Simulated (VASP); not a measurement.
# BeBCl2 (P-3m1) in VASP: notebook

The runs below take BeBCl2 through single point, relaxation of cell and atoms, with PBE.

Program: VASP 6.6.1. These are calculated values, not measurements. Logs are shortened: lines on timing, memory, paths and dates and some standing lists are left out, and cuts for length are marked.

## 1. The cell of the first run

Symmetry: P-3m1, No. 164, trigonal system. The conventional cell has a = 3.468 Å, b = 3.468 Å, c = 11.387 Å, α = 90.00°, β = 90.00°, γ = 120.00°. Within 3.5 Å of Be (site symmetry 3m) lie 6 Cl at 2.59 Å and 1 B at 2.85 Å and 6 Be at 3.47 Å. Within 3.2 Å of B (site symmetry 3m) lie 6 Cl at 2.34 Å and 1 Be at 2.85 Å and 3 B at 3.14 Å. Cl (site symmetry 3m) has 3 B at 2.34 Å and 3 Be at 2.59 Å and 3 Cl at 3.14 Å within 3.2 Å. Within 3.5 Å of Cl (site symmetry -3m) lie 6 Be at 2.59 Å and 6 Cl at 3.47 Å. Within 3.2 Å of Cl (site symmetry -3m) lie 6 B at 2.34 Å and 6 Cl at 3.14 Å.

## 2. Single point, PBE

INCAR

```
SYSTEM = BeBCl2
  PREC = Accurate
  ENCUT = 520
  EDIFF = 1E-6
  ISMEAR = 0
  SIGMA = 0.1
  LREAL = .FALSE.
  LASPH = .TRUE.
  NELM = 80
  ALGO = Normal
  ISIF = 2
  LWAVE = .FALSE.
  LCHARG = .FALSE.
  GGA = PE
  NBANDS = 29
```

KPOINTS

```
Automatic mesh
0
G
  6 6 2
  0 0 0
```

POSCAR

```
BeBCl2
1.0
    3.4684588600      0.0000000000      0.0000000000
   -1.7342294300      3.0037734900      0.0000000000
    0.0000000000      0.0000000000     11.3868970800
Be B Cl
2 2 4
Direct
    0.3333333300      0.6666666700      0.8562858000
    0.6666666700      0.3333333300      0.1437142000
    0.6666666700      0.3333333300      0.3937142000
    0.3333333300      0.6666666700      0.6062858000
    0.6666666700      0.3333333300      0.7125716100
    0.0000000000      0.0000000000      0.0000000000
    0.3333333300      0.6666666700      0.2874283900
    0.0000000000      0.0000000000      0.5000000000
```

Potentials or basis: VASP PAW PBE potentials, release 64 (Be, B, Cl).

Run with:

```
> cat potpaw_PBE.64/Be/POTCAR potpaw_PBE.64/B/POTCAR potpaw_PBE.64/Cl/POTCAR > POTCAR
> mpirun -np 1 vasp_std > vasp.out
```

OUTCAR:

```text
SYSTEM = BeBCl2
   PREC = Accurate
   ENCUT = 520
   EDIFF = 1E-6
   ISMEAR = 0
   LREAL = .FALSE.
   LASPH = .TRUE.
   NELM = 80
   ISIF = 2
   GGA = PE

 ion  position               nearest neighbor table
   1  0.333  0.667  0.856-
   2  0.667  0.333  0.144-
   3  0.667  0.333  0.394-   8 2.34   8 2.34   8 2.34   7 2.34   7 2.34   7 2.34
   4  0.333  0.667  0.606-   8 2.34   8 2.34   8 2.34   5 2.34   5 2.34   5 2.34
   5  0.667  0.333  0.713-   4 2.34   4 2.34   4 2.34
   6  0.000  0.000  0.000-
   7  0.333  0.667  0.287-   3 2.34   3 2.34   3 2.34
   8  0.000  0.000  0.500-   3 2.34   4 2.34   3 2.34   4 2.34   3 2.34   4 2.34

  LATTYP: Found a hexagonal cell.
 ALAT       =     3.4684588600
 C/A-ratio  =     3.2829846164

  Lattice vectors:

 A1 = (   3.4684588600,   0.0000000000,   0.0000000000)
 A2 = (  -1.7342294300,   3.0037734900,   0.0000000000)
 A3 = (   0.0000000000,   0.0000000000,  11.3868970800)

Analysis of symmetry for initial positions (statically):
=====================================================================
 Subroutine PRICEL returns:
 Original cell was already a primitive cell.

 Routine SETGRP: Setting up the symmetry group for a
 hexagonal supercell.

 Subroutine GETGRP returns: Found 12 space group operations
 (whereof 12 operations were pure point group operations)
 out of a pool of 24 trial point group operations.

The static configuration has the point symmetry D_3d.

Analysis of symmetry for dynamics (positions and initial velocities):
=====================================================================
 Subroutine PRICEL returns:
 Original cell was already a primitive cell.

 Routine SETGRP: Setting up the symmetry group for a
 hexagonal supercell.

 Subroutine GETGRP returns: Found 12 space group operations
 (whereof 12 operations were pure point group operations)
 out of a pool of 24 trial point group operations.

The dynamic configuration has the point symmetry D_3d.

 Subroutine INISYM returns: Found 12 space group operations
 (whereof 12 operations are pure point group operations),
 and found     1 'primitive' translations

----------------------------------------------------------------------------------------

                                     Primitive cell

  volume of cell :     118.6340

  direct lattice vectors                    reciprocal lattice vectors
     3.468458860  0.000000000  0.000000000     0.288312487  0.166457292  0.000000000
    -1.734229430  3.003773490  0.000000000     0.000000000  0.332914583  0.000000000
     0.000000000  0.000000000 11.386897080     0.000000000  0.000000000  0.087820237

  length of vectors
     3.468458860  3.468458865 11.386897080     0.332914584  0.332914583  0.087820237

  position of ions in fractional coordinates (direct lattice)
     0.333333330  0.666666670  0.856285800
     0.666666670  0.333333330  0.143714200
     0.666666670  0.333333330  0.393714200
     0.333333330  0.666666670  0.606285800
     0.666666670  0.333333330  0.712571610
     0.000000000  0.000000000  0.000000000
     0.333333330  0.666666670  0.287428390
     0.000000000  0.000000000  0.500000000

  ion indices of the primitive-cell ions
   primitive index   ion index
                 1           1
                 2           2
                 3           3
                 4           4
                 5           5
                 6           6
                 7           7
                 8           8

----------------------------------------------------------------------------------------

 KPOINTS: Automatic mesh

Automatic generation of k-mesh.
 Grid dimensions read from file:
 generate k-points for:    6    6    2

 Generating k-lattice:

  Cartesian coordinates                     Fractional coordinates (reciprocal lattice)
     0.048052081  0.027742882  0.000000000     0.166666667  0.000000000  0.000000000
     0.000000000  0.055485764  0.000000000     0.000000000  0.166666667  0.000000000
     0.000000000  0.000000000  0.043910118     0.000000000  0.000000000  0.500000000

  Length of vectors
     0.055485764  0.055485764  0.043910118

  Shift w.r.t. Gamma in fractional coordinates (k-lattice)
     0.000000000  0.000000000  0.000000000

 Subroutine IBZKPT returns following result:
 ===========================================

 Found     14 irreducible k-points:

 Following reciprocal coordinates:
            Coordinates               Weight
  0.000000  0.000000  0.000000      1.000000
  0.166667 -0.000000  0.000000      6.000000
  0.333333 -0.000000  0.000000      6.000000
  0.500000 -0.000000  0.000000      3.000000
  0.166667  0.166667  0.000000      6.000000
  0.333333  0.166667  0.000000     12.000000
  0.333333  0.333333  0.000000      2.000000
  0.000000  0.000000  0.500000      1.000000
  0.166667 -0.000000  0.500000      6.000000
  0.333333 -0.000000  0.500000      6.000000
  0.500000 -0.000000  0.500000      3.000000
  0.166667  0.166667  0.500000      6.000000
  0.333333  0.166667  0.500000     12.000000
  0.333333  0.333333  0.500000      2.000000
   k-points           NKPTS =     14   k-points in BZ     NKDIM =     14   number of bands    NBANDS=     29
   number of dos      NEDOS =    301   number of ions     NIONS =      8
   total plane-waves  NPLWV =  70560
   dimension x,y,z NGX =    28 NGY =   28 NGZ =   90
   dimension x,y,z NGXF=    56 NGYF=   56 NGZF=  180
   ions per type =               2   2   4
   NGX,Y,Z   is equivalent  to a cutoff of  13.42, 13.42, 13.14 a.u.
   NGXF,Y,Z  is equivalent  to a cutoff of  26.84, 26.84, 26.28 a.u.
 SYSTEM =  BeBCl2
   PREC   = accura    normal or accurate (medium, high low for compatibility)
   ISTART =      0    job   : 0-new  1-cont  2-samecut
   ICHARG =      2    charge: 1-file 2-atom 10-const
   ISPIN  =      1    spin polarized calculation?
   LNONCOLLINEAR =      F non collinear calculations
   LSORBIT =      F    spin-orbit coupling
   LASPH  =      T    aspherical Exc in radial PAW
   ENCUT  =  520.0 eV  38.22 Ry    6.18 a.u.   6.45  6.45 21.17*2*pi/ulx,y,z
   NELM   =     80;   NELMIN=  2; NELMDL= -5     # of ELM steps
   EDIFF  = 0.1E-05   stopping-criterion for ELM
   LREAL  =      F    real-space projection
   EDIFFG = 0.1E-04   stopping-criterion for IOM
   NSW    =      0    number of steps for IOM
   IBRION =     -1    ionic relax: 0-MD 1-quasi-New 2-CG
   NFREE  =      0    steps in history (QN), initial steepest desc. (CG)
   ISIF   =      2    stress and relaxation
   ISYM   =      2    0-nonsym 1-usesym 2-fastsym
   POTIM  = 0.5000    time-step for ionic-motion
   TEBEG  =    0.0;   TEEND  =   0.0 temperature during run
   PSTRESS=    0.0 pullay stress
   NELECT =      38.0000    total number of electrons
   NUPDOWN=      -1.0000    fix difference up-down
   EMIN   =  10.00;   EMAX   =-10.00  energy-range for DOS
   EFERMI =   0.00;   METHOD = LEGACY
   ISMEAR =     0;   SIGMA  =   0.10  broadening in eV -4-tet -1-fermi 0-gaus
   EFERMI_NEDOS =   21; number of points for ismear=-14 and -15
   IALGO  =     38    algorithm
   IMIX   =      4    mixing-type and parameters
     AMIX     =   0.40;   BMIX     =  1.00
     AMIX_MAG =   1.60;   BMIX_MAG =  1.00
  volume/ion in A,a.u.               =      14.83       100.07
  Fermi-wavevector in a.u.,A,eV,Ry     =   1.120125  2.116729 17.070945  1.254679
  Thomas-Fermi vector in A             =   2.256769
   LORBIT       =      0    0 simple, 1 ext, 2 COOP (PROOUT), +10 PAW based schemes
   GGA     = PE    functional components
   LHFCALC =     F    Hartree Fock is set to
   AEXX    =    0.0000 exact exchange contribution
   IVDW    =     0    specifies the selected vdW correction
   LEPSILON=     F    determine dielectric tensor
   LRPA    =     F    only Hartree local field effects (RPA)
 non-spin polarized calculation
 Gauss-broadening in eV      SIGMA  =   0.10
  energy-cutoff  :      520.00
  volume of cell :      118.63
 maximum number of plane-waves:      3234
 NGX is ok and might be reduce to    28
   NGX = 13   NGY = 13   NGZ = 43

 number of electron      38.0000002 magnetization

 Free energy of the ion-electron system (eV)
  ---------------------------------------------------
  ext. energy  EPLUGINS =         0.00000000
  ---------------------------------------------------
  free energy    TOTEN  =       -19.04833506 eV

  energy without entropy =      -19.02248744  energy(sigma->0) =      -19.03541125

 E-fermi :   6.5359     XC(G=0): -10.0146

 val. band max:        6.5313035800   @ k =   0.3333   0.1667   0.5000
 cond. band min:       6.5762691384   @ k =   0.5000  -0.0000   0.5000
 fundamental gap:      0.0449655585
 Fermi energy:         6.5359377229

 k-point     1 :       0.0000    0.0000    0.0000
  band No.  band energies     occupation
      1     -13.0248      2.00000
      2     -12.1672      2.00000
      3     -11.8162      2.00000
      4     -11.3585      2.00000
      5      -3.2415      2.00000
      6      -1.2204      2.00000
[... 21 lines left out ...]
     28       9.8508      0.00000
     29       9.8508      0.00000

 k-point     2 :       0.1667   -0.0000    0.0000
  band No.  band energies     occupation
      1     -12.7866      2.00000
      2     -11.9866      2.00000
      3     -11.6626      2.00000
      4     -11.2544      2.00000
      5      -2.9979      2.00000
      6      -1.6621      2.00000
[... 21 lines left out ...]
     28      10.0069      0.00000
     29      10.0844      0.00000

 k-point     3 :       0.3333   -0.0000    0.0000
  band No.  band energies     occupation
      1     -12.1826      2.00000
      2     -11.5807      2.00000
      3     -11.3275      2.00000
      4     -11.0944      2.00000
      5      -3.4090      2.00000
      6      -2.4923      2.00000
[... 318 lines left out ...]
      5      -3.7606      2.00000
      6      -2.8994      2.00000
[... 21 lines left out ...]
     28      10.1644      0.00000
     29      10.7533      0.00000

 k-point    14 :       0.3333    0.3333    0.5000
  band No.  band energies     occupation
      1     -11.4048      2.00000
      2     -11.2397      2.00000
      3     -11.2397      2.00000
      4     -11.0189      2.00000
      5      -3.4933      2.00000
      6      -3.4933      2.00000
[... 21 lines left out ...]
     28      10.4969      0.00000
     29      11.2283      0.00000

------------------------ aborting loop because EDIFF is reached ----------------------------------------

  FORCE on cell =-STRESS in cart. coord.  units (eV):
  Direction    XX          YY          ZZ          XY          YZ          ZX
  --------------------------------------------------------------------------------------
  -------------------------------------------------------------------------------------
  Total        4.6719913      4.6719913      5.4241079     -0.0000000      0.0000000     -0.0000000
  in kB       63.0962403     63.0962405     73.2537363     -0.0000000      0.0000000     -0.0000000
  external PRESSURE =      66.4820723 kB  Pullay stress =       0.0000000 kB

 VOLUME and BASIS-vectors are now :
 -----------------------------------------------------------------------------
  energy-cutoff  :      520.00
  volume of cell :      118.63
      direct lattice vectors                 reciprocal lattice vectors
     3.468458860  0.000000000  0.000000000     0.288312487  0.166457292  0.000000000
    -1.734229430  3.003773490  0.000000000     0.000000000  0.332914583  0.000000000
     0.000000000  0.000000000 11.386897080     0.000000000  0.000000000  0.087820237

 POSITION                                       TOTAL-FORCE (eV/Angst)
 -----------------------------------------------------------------------------------
     -0.00000      2.00252      9.75044         0.000000     -0.000000     -0.067451
      1.73423      1.00126      1.63646         0.000000      0.000000      0.067451
      1.73423      1.00126      4.48318         0.000000      0.000000      0.563087
     -0.00000      2.00252      6.90371         0.000000      0.000000     -0.563087
      1.73423      1.00126      8.11398         0.000000     -0.000000      2.070651
      0.00000      0.00000      0.00000         0.000000      0.000000      0.000000
     -0.00000      2.00252      3.27292        -0.000000      0.000000     -2.070651
      0.00000      0.00000      5.69345         0.000000      0.000000      0.000000
 -----------------------------------------------------------------------------------
    total drift:                                0.000000     -0.000000      0.000000

  FREE ENERGIE OF THE ION-ELECTRON SYSTEM (eV)
  ---------------------------------------------------
  free  energy   TOTEN  =       -19.0483350557 eV

  energy  without entropy=      -19.0224874418  energy(sigma->0) =      -19.03541125
```

It took 36 s on 1 thread of Oxide Virtual Turin-like, shared host; peak memory 0.22 GiB.

What came out:

* Free energy: -19.0483 eV
* Pressure: 6.6 GPa
* Largest force: 2.071 eV/Å
* Band gap on the k mesh: zero (bands 19 and 20 overlap by 0.87 eV)

Forces on the atoms (eV/Å):
```
Be   0.000  0.000 -0.067
Be   0.000  0.000  0.067
B    0.000  0.000  0.563
B    0.000  0.000 -0.563
Cl   0.000  0.000  2.071
Cl   0.000  0.000  0.000
Cl   0.000  0.000 -2.071
Cl   0.000  0.000  0.000
```

Stress tensor (GPa, compression positive):
```
6.31 0.00 0.00
0.00 6.31 0.00
0.00 0.00 7.33
```

Caveat: the cell stands under pressure; forces of over 1 eV/Å act on the atoms, so gaps and moduli don't describe the material at rest.

## 3. Single point, PBE

This run uses another cell than the first one, of 16.62 Å³/atom.

INCAR

```
  ALGO = Fast
  EDIFF = 1E-7
  ENCUT = 520
  GGA = PE
  ISIF = 2
  ISMEAR = 0
  LASPH = T
  LCHARG = T
  LELF = T
  LREAL = F
  LVHAR = T
  LWAVE = F
  NBANDS = 29
  NELM = 60
  PREC = Accurate
  SIGMA = 0.1
```

KPOINTS

```
k-points
0
Gamma
  6 6 2
```

POSCAR

```
BeBCl2
1.0
    3.2106298051      0.0000000000      0.0000000000
   -1.6053149026      2.7804869734      0.0000000000
    0.0000000000      0.0000000000     14.8972322552
Be B Cl
2 2 4
Direct
    0.3333333333      0.6666666667      0.8904896288
    0.6666666667      0.3333333333      0.1095103712
    0.6666666667      0.3333333333      0.3896534468
    0.3333333333      0.6666666667      0.6103465532
    0.6666666667      0.3333333333      0.8189026321
    0.0000000000      0.0000000000      0.0000000000
    0.3333333333      0.6666666667      0.1810973679
    0.0000000000      0.0000000000      0.5000000000
```

Potentials or basis: VASP PAW PBE potentials, release 64 (Be, B, Cl).

Run with:

```
> cat potpaw_PBE.64/Be/POTCAR potpaw_PBE.64/B/POTCAR potpaw_PBE.64/Cl/POTCAR > POTCAR
> mpirun -np 1 vasp_std > vasp.out
```

Run time: 45 s. Hardware: 1 thread of Oxide Virtual Turin-like, shared host; peak memory 0.21 GiB.

The run converged. Its results:

| Quantity | Value |
| --- | --- |
| Free energy | -23.1478 eV |
| Pressure | 0.0 GPa |
| Largest force | 0.019 eV/Å |
| Band gap on the k mesh | zero (bands 19 and 20 overlap by 1.70 eV) |

Forces on the atoms (eV/Å):
```
Be   0.000  0.000  0.019
Be   0.000  0.000 -0.019
B    0.000  0.000  0.011
B    0.000  0.000 -0.011
Cl   0.000  0.000 -0.008
Cl   0.000  0.000  0.000
Cl   0.000  0.000  0.008
Cl   0.000  0.000  0.000
```

Stress tensor (GPa, compression positive):
```
 0.06  0.00  0.00
 0.00  0.06  0.00
 0.00  0.00 -0.07
```

Levels at points of the mesh, in eV from the Fermi level:
```
           k point  band 16  band 17  band 18  band 19  band 20  band 21  band 22  band 23
(0.00, 0.00, 0.00)    -3.56    -3.56    -2.62     0.28     1.07     1.71     1.85     2.47
(0.50, 0.00, 0.00)    -4.79    -4.67    -2.26    -1.26    -0.80     0.49     1.09     1.30
(0.00, 0.00, 0.50)    -3.56    -3.56    -2.72     0.60     0.83     1.53     1.93     2.47
(0.50, 0.00, 0.50)    -4.77    -4.67    -2.29    -1.15    -0.92     0.63     1.04     1.28
```

Caveat: the k points lie up to 0.38 Å⁻¹ apart, too coarse for converged energies and pressures of a metal; this functional lacks dispersion, which binds layers or chains, so the pressure and a relaxed spacing across them are unreliable.

## 4. Single point, PBE

This run uses another cell than the first one, of 16.68 Å³/atom.

INCAR

```
ALGO = Fast ; EDIFF = 1E-7
ENCUT = 520 ; GGA = PE
ISIF = 2 ; ISMEAR = 0
LASPH = True ; LCHARG = True
LELF = True ; LREAL = False
LVHAR = True ; LWAVE = False
NBANDS = 29 ; NELM = 100
PREC = Accurate ; SIGMA = 0.1
```

KPOINTS

```
k-points
0
Gamma
  12 12 4
```

POSCAR

```
BeBCl2
1.0
    3.2125298599      0.0000000000      0.0000000000
   -1.6062649300      2.7821324691      0.0000000000
    0.0000000000      0.0000000000     14.9303600063
Be B Cl
2 2 4
Direct
    0.3333333333      0.6666666667      0.8905114794
    0.6666666667      0.3333333333      0.1094885206
    0.6666666667      0.3333333333      0.3901534032
    0.3333333333      0.6666666667      0.6098465968
    0.6666666667      0.3333333333      0.8188714542
    0.0000000000      0.0000000000      0.0000000000
    0.3333333333      0.6666666667      0.1811285458
    0.0000000000      0.0000000000      0.5000000000
```

Run with:

```
> cat potpaw_PBE.64/Be/POTCAR potpaw_PBE.64/B/POTCAR potpaw_PBE.64/Cl/POTCAR > POTCAR
> mpirun -np 1 vasp_std > vasp.out
```

Wall time 5.7 min (1 thread of Oxide Virtual Turin-like, shared host); peak memory 0.34 GiB.

Results (log left out):

```yaml
Free_energy: -23.1672 eV
Pressure: 0.0 GPa
Largest_force: 0.012 eV/Å
Band_gap_on_the_k_mesh: zero (bands 19 and 20 overlap by 2.13 eV)
```

Forces on the atoms (eV/Å):
```
Be   0.000  0.000  0.003
Be   0.000  0.000 -0.003
B    0.000  0.000 -0.012
B    0.000  0.000  0.012
Cl   0.000  0.000 -0.012
Cl   0.000  0.000  0.000
Cl   0.000  0.000  0.012
Cl   0.000  0.000  0.000
```

Levels at points of the mesh, in eV from the Fermi level:
```
           k point  band 16  band 17  band 18  band 19  band 20  band 21  band 22  band 23
(0.00, 0.00, 0.00)    -3.54    -3.54    -2.58     0.26     1.03     1.65     1.78     2.42
(0.50, 0.00, 0.00)    -4.75    -4.65    -2.22    -1.24    -0.82     0.50     1.12     1.26
(0.00, 0.00, 0.50)    -3.54    -3.54    -2.68     0.62     0.76     1.46     1.87     2.42
(0.50, 0.00, 0.50)    -4.73    -4.65    -2.25    -1.09    -0.97     0.66     1.00     1.31
```

Caveat: this functional lacks dispersion, which binds layers or chains, so the pressure and a relaxed spacing across them are unreliable.

## 5. Single point, PBE

This run uses another cell than the first one, of 16.68 Å³/atom.

INCAR

```
SYSTEM = BeBCl2
ALGO = Fast
EDIFF = 1E-7
ENCUT = 520
GGA = PE
ISIF = 2
ISMEAR = 0
LASPH = .True.
LCHARG = .True.
LELF = .True.
LREAL = .False.
LVHAR = .True.
LWAVE = .False.
NBANDS = 29
NELM = 60
PREC = Accurate
SIGMA = 0.1
```

KPOINTS

```
k-points
0
Gamma
  12 12 4
  0 0 0
```

POSCAR is that of step 4.

Run with:

```
> cat potpaw_PBE.64/Be/POTCAR potpaw_PBE.64/B/POTCAR potpaw_PBE.64/Cl/POTCAR > POTCAR
> mpirun -np 1 vasp_std > vasp.out
```

Wall time 5.8 min (1 thread of Oxide Virtual Turin-like, shared host); peak memory 0.34 GiB.

It converged, with:

| Item | Value |
| --- | --- |
| Free energy | -23.1672 eV |
| Pressure | 0.0 GPa |
| Largest force | 0.012 eV/Å |
| Band gap on the k mesh | zero (bands 19 and 20 overlap by 2.13 eV) |

Forces on the atoms (eV/Å):
```
Be   0.000  0.000  0.003
Be   0.000  0.000 -0.003
B    0.000  0.000 -0.012
B    0.000  0.000  0.012
Cl   0.000  0.000 -0.012
Cl   0.000  0.000  0.000
Cl   0.000  0.000  0.012
Cl   0.000  0.000  0.000
```

Levels at points of the mesh, in eV from the Fermi level:
| k point | band 15 | band 16 | band 17 | band 18 | band 19 | band 20 | band 21 | band 22 | band 23 | band 24 |
| --- | --- | --- | --- | --- | --- | --- | --- | --- | --- | --- |
| (0.00, 0.00, 0.00) | -5.12 | -3.54 | -3.54 | -2.58 | 0.26 | 1.03 | 1.65 | 1.78 | 2.42 | 2.42 |
| (0.50, 0.00, 0.00) | -5.76 | -4.75 | -4.65 | -2.22 | -1.24 | -0.82 | 0.50 | 1.12 | 1.26 | 1.66 |
| (0.00, 0.00, 0.50) | -5.12 | -3.54 | -3.54 | -2.68 | 0.62 | 0.76 | 1.46 | 1.87 | 2.42 | 2.42 |
| (0.50, 0.00, 0.50) | -5.76 | -4.73 | -4.65 | -2.25 | -1.09 | -0.97 | 0.66 | 1.00 | 1.31 | 1.53 |

Caveat: this functional lacks dispersion, which binds layers or chains, so the pressure and a relaxed spacing across them are unreliable.

(Continued in part 2 of 2.)

The gap in the log of VASP goes by the Fermi energy; the results here count the filled bands.